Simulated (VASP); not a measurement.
Set up this calculation in VASP 6.6.1, as the native input.

```yaml
Task: single point
Functional: PBEsol
Potentials_or_basis: VASP PAW PBE potentials, release 64 (Cd, Se)
Cutoff: 520 eV
k_mesh: 9 × 9 × 6
Occupations: gaussian, width 0.02 eV
Spin: no spin polarisation
Dipole_correction: no
Further_INCAR_settings: ALGO = Normal; EDIFF = 1e-07; NBANDS = 26
```

The structure of CdSe (sol) lies in POSCAR:

```
CdSe
1.0
    4.3020373087      0.0000000000      0.0000000000
   -2.1510186543      3.7256735973      0.0000000000
    0.0000000000      0.0000000000      7.0215914313
Cd Se
2 2
Direct
    0.6666666667      0.3333333333      0.5001049934
    0.3333333333      0.6666666667      1.0001049934
    0.6666666667      0.3333333333      0.8757550066
    0.3333333333      0.6666666667      0.3757550066
```

One way to write it, as run:

INCAR

```
ALGO = Normal ; EDIFF = 1E-7
ENCUT = 520 ; GGA = PS
ISIF = 2 ; ISMEAR = 0
LASPH = T ; LCHARG = T
LELF = T ; LREAL = F
LVHAR = T ; LWAVE = F
NBANDS = 26 ; NELM = 100
PREC = Accurate ; SIGMA = 0.02
```

KPOINTS

```
k-points
0
Gamma
  9 9 6
```

Potentials or basis: VASP PAW PBE potentials, release 64 (Cd, Se).

Run with:

```sh
$ cat potpaw_PBE.64/Cd/POTCAR potpaw_PBE.64/Se/POTCAR > POTCAR
$ mpirun -np 1 vasp_std > vasp.out
```

It gave:

```json
{
  "Pressure": "0.3 GPa",
  "Band gap on the k mesh": "0.54 eV, direct"
}
```

Caveat: the PAW data sets were made with another functional, which shifts forces and pressure a little.

Run time: 72 s on 1 thread of Intel Xeon 6975P-C, on a shared host, peak memory 0.3 GiB.
